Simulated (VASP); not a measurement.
**AlGa2N3: single point with PBE**

The system is AlGa2N3.

```
Al Ga N
1.0
     3.15042    0.00000    0.00000
    -1.57521    2.72835    0.00000
     0.00000    0.00000    7.71842
Al Ga N
1 2 3
Direct
  0.00000 0.00000 0.99974
  0.66667 0.33333 0.66918
  0.33333 0.66667 0.33104
  0.66667 0.33333 0.92310
  0.33333 0.66667 0.58301
  0.00000 0.00000 0.24392
```

```yaml
Program: VASP 6.6.1
Task: single point
Functional: PBE
Potentials_or_basis: VASP PAW PBE potentials, release 64 (Al, Ga_d, N)
Cutoff: 520 eV
k_mesh: 12 × 12 × 4
Occupations: fermi-dirac, width 0.02 eV
Spin: no spin polarisation
```

```json
{
 "Pressure": "5.7 GPa",
 "Largest force": "0.099 eV/Å",
 "Band gap on the k mesh": "2.35 eV"
}
```

Forces on the atoms (eV/Å):
```
Al   0.000  0.000 -0.015
Ga   0.000  0.000  0.029
Ga   0.000  0.000 -0.017
N    0.000  0.000  0.099
N    0.000  0.000 -0.012
N    0.000  0.000 -0.084
```

Levels at points of the mesh, in eV from the valence-band top:
```tsv
k point	band 20	band 21	band 22	band 23	band 24	band 25
(0.00, 0.00, 0.00)	-0.13	0.00	0.00	2.35	4.88	5.62
(0.50, 0.00, 0.00)	-2.07	-1.47	-1.32	3.22	6.02	6.35
(0.00, 0.00, 0.50)	-0.44	-0.09	-0.09	3.70	4.04	5.61
(0.50, 0.00, 0.50)	-2.13	-0.96	-0.92	4.30	4.65	5.25
```

Wall time 110 s on 1 thread of Intel(R) Xeon(R) Platinum 8488C (Sapphire Rapids), on a shared host, peak memory 0.25 GiB.

Caveat: the cell stands under pressure.
